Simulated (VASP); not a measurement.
# Sn (I4_1/amd) in VASP: further runs

Sn is run at these levels: PBEsol; tasks: single point.

All numbers are computed with VASP 6.6.1; they aren't measurements. Logs are shortened: lines on timing, memory, paths and dates and some standing lists are left out, and cuts for length are marked.

### Step 1. The cell of the first run

Symmetry: I4_1/amd, No. 141, tetragonal system. Conventional cell: a = 4.811 Å, b = 4.811 Å, c = 6.018 Å, α = 90.00°, β = 90.00°, γ = 90.00°. Within 3.7 Å of Sn (site symmetry -4m2) lie 4 Sn at 2.84 Å.

### Step 2. Single point, PBEsol (strain +0.040 along x and y, -0.080 along z)

INCAR reads:

```
ALGO     = Fast           # electronic algorithm
EDIFF    = 1E-6           # SCF threshold, eV
ENCUT    = 520            # plane-wave cutoff, eV
GGA      = PS             # functional
ISIF     = 2              # what is computed and relaxed
ISMEAR   = 0              # smearing method
LASPH    = True           # aspherical terms in the spheres
LCHARG   = False          # write CHGCAR
LREAL    = False          # projectors in reciprocal space
LWAVE    = False          # write WAVECAR
NBANDS   = 21             # bands
NELM     = 80             # most SCF steps
PREC     = Accurate       # precision mode
SIGMA    = 0.15           # smearing width, eV
```

KPOINTS reads:

```
k-points
0
Gamma
  16 16 16
```

POSCAR reads:

```
Sn
1.0
    0.0000000000      3.4016104510      3.0091169374
    3.4016104510      0.0000000000      3.0091169374
    3.4016104510      3.4016104510      0.0000000000
Sn
2
Direct
    0.5000000000      0.5000000000      0.5000000000
    0.7500000000      0.7500000000      0.7500000000
```

Potentials or basis: VASP PAW PBE potentials, release 64 (Sn_d).

Run with:

```console
cat potpaw_PBE.64/Sn_d/POTCAR > POTCAR
mpirun -np 1 vasp_std > vasp.out
```

OUTCAR:

```text
EDIFF = 1E-6
   ENCUT = 520
   GGA = PS
   ISIF = 2
   ISMEAR = 0
   LASPH = True
   LREAL = False
   NELM = 80
   PREC = Accurate

 ion  position               nearest neighbor table
   1  0.500  0.500  0.500-   2 2.84   2 2.84   2 2.84   2 2.84
   2  0.750  0.750  0.750-   1 2.84   1 2.84   1 2.84   1 2.84

  LATTYP: Found a body centered tetragonal cell.
 ALAT       =     4.8106036337
 C/A-ratio  =     1.2510350744

  Lattice vectors:

 A1 = (   0.0000000000,  -3.4016104510,  -3.0091169374)
 A2 = (   0.0000000000,   3.4016104510,  -3.0091169374)
 A3 = (   3.4016104510,   0.0000000000,   3.0091169374)

Analysis of symmetry for initial positions (statically):
=====================================================================
 Subroutine PRICEL returns:
 Original cell was already a primitive cell.

 Routine SETGRP: Setting up the symmetry group for a
 body centered tetragonal supercell.

 Subroutine GETGRP returns: Found 16 space group operations
 (whereof  8 operations were pure point group operations)
 out of a pool of 16 trial point group operations.

The static configuration has the point symmetry D_2d.
 The point group associated with its full space group is D_4h.

Analysis of symmetry for dynamics (positions and initial velocities):
=====================================================================
 Subroutine PRICEL returns:
 Original cell was already a primitive cell.

 Routine SETGRP: Setting up the symmetry group for a
 body centered tetragonal supercell.

 Subroutine GETGRP returns: Found 16 space group operations
 (whereof  8 operations were pure point group operations)
 out of a pool of 16 trial point group operations.

The dynamic configuration has the point symmetry D_2d.
 The point group associated with its full space group is D_4h.

 Subroutine INISYM returns: Found 16 space group operations
 (whereof  8 operations are pure point group operations),
 and found     1 'primitive' translations

----------------------------------------------------------------------------------------

                                     Primitive cell

  volume of cell :      69.6367

  direct lattice vectors                    reciprocal lattice vectors
     0.000000000  3.401610451  3.009116937    -0.146989200  0.146989200  0.166161705
     3.401610451  0.000000000  3.009116937     0.146989200 -0.146989200  0.166161705
     3.401610451  3.401610451  0.000000000     0.146989200  0.146989200 -0.166161705

  length of vectors
[... 80 lines left out ...]
   ENCUT  =  520.0 eV  38.22 Ry    6.18 a.u.   8.44  8.44  8.94*2*pi/ulx,y,z
   NELM   =     80;   NELMIN=  2; NELMDL= -5     # of ELM steps
   EDIFF  = 0.1E-05   stopping-criterion for ELM
   LREAL  =      F    real-space projection
   EDIFFG = 0.1E-04   stopping-criterion for IOM
   NSW    =      0    number of steps for IOM
   IBRION =     -1    ionic relax: 0-MD 1-quasi-New 2-CG
   NFREE  =      0    steps in history (QN), initial steepest desc. (CG)
   ISIF   =      2    stress and relaxation
   ISYM   =      2    0-nonsym 1-usesym 2-fastsym
   POTIM  = 0.5000    time-step for ionic-motion
   TEBEG  =    0.0;   TEEND  =   0.0 temperature during run
   PSTRESS=    0.0 pullay stress
   NELECT =      28.0000    total number of electrons
   NUPDOWN=      -1.0000    fix difference up-down
   EMIN   =  10.00;   EMAX   =-10.00  energy-range for DOS
   EFERMI =   0.00;   METHOD = LEGACY
   ISMEAR =     0;   SIGMA  =   0.15  broadening in eV -4-tet -1-fermi 0-gaus
   EFERMI_NEDOS =   21; number of points for ismear=-14 and -15
   IALGO  =     68    algorithm
   IMIX   =      4    mixing-type and parameters
     AMIX     =   0.40;   BMIX     =  1.00
     AMIX_MAG =   1.60;   BMIX_MAG =  1.00
  volume/ion in A,a.u.               =      34.82       234.97
  Fermi-wavevector in a.u.,A,eV,Ry     =   1.208319  2.283391 19.864964  1.460034
  Thomas-Fermi vector in A             =   2.343930
   LORBIT       =      0    0 simple, 1 ext, 2 COOP (PROOUT), +10 PAW based schemes
   GGA     = PS    functional components
   LHFCALC =     F    Hartree Fock is set to
   AEXX    =    0.0000 exact exchange contribution
   IVDW    =     0    specifies the selected vdW correction
   LEPSILON=     F    determine dielectric tensor
   LRPA    =     F    only Hartree local field effects (RPA)
 non-spin polarized calculation
 RMM-DIIS sequential band-by-band and
 Gauss-broadening in eV      SIGMA  =   0.15
  energy-cutoff  :      520.00
  volume of cell :       69.64
 maximum number of plane-waves:      1899
 NGX is ok and might be reduce to    36
   NGX = 17   NGY = 17   NGZ = 17

 number of electron      27.9999992 magnetization

 Free energy of the ion-electron system (eV)
  ---------------------------------------------------
  ext. energy  EPLUGINS =         0.00000000
  ---------------------------------------------------
  free energy    TOTEN  =        -8.41001005 eV

  energy without entropy =       -8.40770035  energy(sigma->0) =       -8.40885520

 E-fermi :   5.3282     XC(G=0):  -8.9997

 val. band max:        5.3256606425   @ k =  -0.0625   0.0625   0.0000
 cond. band min:       5.3321772803   @ k =   0.3750   0.3750   0.0000
 fundamental gap:      0.0065166378
 Fermi energy:         5.3282256598

 k-point     1 :       0.0000    0.0000    0.0000
  band No.  band energies     occupation
      1     -16.2976      2.00000
      2     -16.2493      2.00000
      3     -16.2493      2.00000
      4     -16.2178      2.00000
      5     -16.1989      2.00000
      6     -15.9476      2.00000
[... 565 lines left out ...]
     20      11.6405      0.00000
     21      12.0981      0.00000

 [... further k-points ...]

------------------------ aborting loop because EDIFF is reached ----------------------------------------

  FORCE on cell =-STRESS in cart. coord.  units (eV):
  Direction    XX          YY          ZZ          XY          YZ          ZX
  --------------------------------------------------------------------------------------
  -------------------------------------------------------------------------------------
  Total       -0.4551474     -0.4551474      0.7898753      0.0000000      0.0000000      0.0000000
  in kB      -10.4718753    -10.4718753     18.1731791      0.0000000      0.0000000      0.0000000
  external PRESSURE =      -0.9235238 kB  Pullay stress =       0.0000000 kB

 VOLUME and BASIS-vectors are now :
 -----------------------------------------------------------------------------
  energy-cutoff  :      520.00
  volume of cell :       69.64
      direct lattice vectors                 reciprocal lattice vectors
     0.000000000  3.401610451  3.009116937    -0.146989200  0.146989200  0.166161705
     3.401610451  0.000000000  3.009116937     0.146989200 -0.146989200  0.166161705
     3.401610451  3.401610451  0.000000000     0.146989200  0.146989200 -0.166161705

 POSITION                                       TOTAL-FORCE (eV/Angst)
 -----------------------------------------------------------------------------------
      3.40161      3.40161      3.00912         0.000000      0.000000      0.000000
      5.10242      5.10242      4.51368        -0.000000     -0.000000     -0.000000
 -----------------------------------------------------------------------------------
    total drift:                                0.000000      0.000000      0.000000

  FREE ENERGIE OF THE ION-ELECTRON SYSTEM (eV)
  ---------------------------------------------------
  free  energy   TOTEN  =        -8.4100100495 eV

  energy  without entropy=       -8.4077003521  energy(sigma->0) =       -8.40885520
```

stdout:

```text
POSCAR found type information on POSCAR Sn
 POSCAR found :  1 types and       2 ions
 scaLAPACK will be used
 -----------------------------------------------------------------------------
|                                                                             |
|                                                                             |
|     You enforced a specific xc type in the INCAR file but a different       |
|     I HOPE YOU KNOW WHAT YOU ARE DOING!                                     |
|                                                                             |
 -----------------------------------------------------------------------------

 LDA part: xc-table for (Slater+PW92), standard interpolation
 POSCAR, INCAR and KPOINTS ok, starting setup
 FFT: planning ... GRIDC
 FFT: planning ... GRID_SOFT
 FFT: planning ... GRID
 WAVECAR not read
 entering main loop
```

Wall time 2.8 min (1 thread of Intel Xeon 6975P-C (Granite Rapids), shared host); peak memory 0.5 GiB.

Results:

```yaml
Free_energy: -8.4100 eV
Pressure: -0.1 GPa
Band_gap_on_the_k_mesh: zero (bands 14 and 15 overlap by 0.54 eV)
```

Stress tensor (GPa, compression positive):
```
-1.05  0.00  0.00
 0.00 -1.05  0.00
 0.00  0.00  1.82
```

Caveat: the cell differs from its parent crystal (strain +0.040 along x and y, -0.080 along z); the PAW data sets were made with another functional, which shifts forces and pressure a little; spin-orbit coupling is left out, which moves the levels of the heavy elements.

### Step 3. Single point, PBEsol (strain -0.040 along x and y, +0.080 along z)

INCAR reads:

```
SYSTEM = Sn
PREC     = Accurate       ! precision mode
ENCUT    = 520            ! plane-wave cutoff, eV
EDIFF    = 1E-7           ! SCF threshold, eV
ISMEAR   = 0              ! smearing method
SIGMA    = 0.15           ! smearing width, eV
LREAL    = .FALSE.        ! projectors in reciprocal space
LASPH    = .TRUE.         ! aspherical terms in the spheres
NELM     = 100            ! most SCF steps
ALGO     = Fast           ! electronic algorithm
ISIF     = 2              ! what is computed and relaxed
LWAVE    = .FALSE.        ! write WAVECAR
LCHARG   = .TRUE.         ! write CHGCAR
GGA      = PS             ! functional
LELF     = .TRUE.         ! ELF
LVHAR    = .TRUE.       
NBANDS   = 21             ! bands
```

KPOINTS reads:

```
regular mesh
0
G
  16 16 16
  0 0 0
```

POSCAR reads:

```
Sn
1.0
    0.0000000000      3.1399481086      3.5324416222
    3.1399481086      0.0000000000      3.5324416222
    3.1399481086      3.1399481086      0.0000000000
Sn
2
Direct
    0.5000000000      0.5000000000      0.5000000000
    0.7500000000      0.7500000000      0.7500000000
```

Potentials or basis: VASP PAW PBE potentials, release 64 (Sn_d).

Run with:

```console
cat potpaw_PBE.64/Sn_d/POTCAR > POTCAR
mpirun -np 1 vasp_std > vasp.out
```

OUTCAR:

```text
SYSTEM = Sn
   PREC = Accurate
   ENCUT = 520
   EDIFF = 1E-7
   ISMEAR = 0
   LREAL = .FALSE.
   LASPH = .TRUE.
   NELM = 100
   ISIF = 2
   GGA = PS

 ion  position               nearest neighbor table
   1  0.500  0.500  0.500-   2 2.84   2 2.84   2 2.84   2 2.84
   2  0.750  0.750  0.750-   1 2.84   1 2.84   1 2.84   1 2.84

  LATTYP: Found a body centered tetragonal cell.
 ALAT       =     4.4405572003
 C/A-ratio  =     1.5909902577

  Lattice vectors:

[... 767 lines left out ...]

  FORCE on cell =-STRESS in cart. coord.  units (eV):
  Direction    XX          YY          ZZ          XY          YZ          ZX
  --------------------------------------------------------------------------------------
  -------------------------------------------------------------------------------------
  Total        0.6256969      0.6256969     -1.2011082      0.0000000     -0.0000000     -0.0000000
  in kB       14.3921150     14.3921150    -27.6275755      0.0000000     -0.0000000     -0.0000000
  external PRESSURE =       0.3855515 kB  Pullay stress =       0.0000000 kB

 VOLUME and BASIS-vectors are now :
 -----------------------------------------------------------------------------
  energy-cutoff  :      520.00
  volume of cell :       69.65
      direct lattice vectors                 reciprocal lattice vectors
     0.000000000  3.139948109  3.532441622    -0.159238300  0.159238300  0.141545156
     3.139948109  0.000000000  3.532441622     0.159238300 -0.159238300  0.141545156
     3.139948109  3.139948109  0.000000000     0.159238300  0.159238300 -0.141545156

 POSITION                                       TOTAL-FORCE (eV/Angst)
 -----------------------------------------------------------------------------------
      3.13995      3.13995      3.53244        -0.000000      0.000000     -0.000000
      4.70992      4.70992      5.29866         0.000000     -0.000000      0.000000
 -----------------------------------------------------------------------------------
    total drift:                                0.000000      0.000000      0.000000

  FREE ENERGIE OF THE ION-ELECTRON SYSTEM (eV)
  ---------------------------------------------------
  free  energy   TOTEN  =        -8.3976610648 eV

  energy  without entropy=       -8.3955827960  energy(sigma->0) =       -8.39662193
```

stdout:

```text
POSCAR found type information on POSCAR Sn
 POSCAR found :  1 types and       2 ions
 scaLAPACK will be used
 -----------------------------------------------------------------------------
|                                                                             |
|                                                                             |
|     You enforced a specific xc type in the INCAR file but a different       |
|     I HOPE YOU KNOW WHAT YOU ARE DOING!                                     |
|                                                                             |
 -----------------------------------------------------------------------------

 LDA part: xc-table for (Slater+PW92), standard interpolation
 POSCAR, INCAR and KPOINTS ok, starting setup
 FFT: planning ... GRIDC
 FFT: planning ... GRID_SOFT
 FFT: planning ... GRID
 WAVECAR not read
 entering main loop
WARNING in EDDRMM: call to ZHEGV failed, returncode =   6  3     17
WARNING in EDDRMM: call to ZHEGV failed, returncode =   8  4     19
WARNING in EDDRMM: call to ZHEGV failed, returncode =   8  4     21
WARNING in EDDRMM: call to ZHEGV failed, returncode =   8  4     18
 num prob  num prob  num prob  num prob  num prob  num prob  num prob  num prob  num prob WARNING in EDDRMM: call to ZHEGV failed, returncode =   8  4     20
 num prob  num prob WARNING in EDDRMM: call to ZHEGV failed, returncode =   6  3     21
WARNING in EDDRMM: call to ZHEGV failed, returncode =   8  4     19
WARNING in EDDRMM: call to ZHEGV failed, returncode =   8  4     18
 num prob WARNING in EDDRMM: call to ZHEGV failed, returncode =   6  3     20
 num prob  num prob RMM:  14    -0.839766106478E+01    0.70144E-07   -0.38399E-07 13189   0.486E-03
```

It took 3.3 min on 1 thread of Intel Xeon 6975P-C (Granite Rapids), shared host; peak memory 0.51 GiB.

What came out:

- Free energy: -8.3977 eV
- Pressure: 0.0 GPa
- Band gap on the k mesh: zero (bands 14 and 15 overlap by 0.64 eV)

Levels at points of the mesh, in eV from the Fermi level:
| k point | band 11 | band 12 | band 13 | band 14 | band 15 | band 16 | band 17 | band 18 |
| --- | --- | --- | --- | --- | --- | --- | --- | --- |
| (0.00, 0.00, 0.00) | -10.56 | -1.02 | -0.57 | 0.29 | 0.29 | 1.96 | 1.96 | 2.42 |
| (0.50, 0.00, 0.00) | -8.97 | -6.32 | -1.59 | -0.71 | -0.35 | 3.06 | 3.39 | 5.55 |
| (0.50, 0.50, 0.00) | -7.81 | -7.81 | -2.03 | -2.03 | 1.21 | 1.21 | 7.34 | 7.34 |
| (0.50, 0.00, 0.50) | -7.39 | -7.39 | -2.66 | -2.66 | 0.47 | 0.47 | 6.99 | 6.99 |

Caveat: the cell differs from its parent crystal (strain -0.040 along x and y, +0.080 along z); the PAW data sets were made with another functional, which shifts forces and pressure a little; spin-orbit coupling is left out, which moves the levels of the heavy elements.

[end of part 1 of 2]

The gap in the log of VASP goes by the Fermi energy; the results here count the filled bands.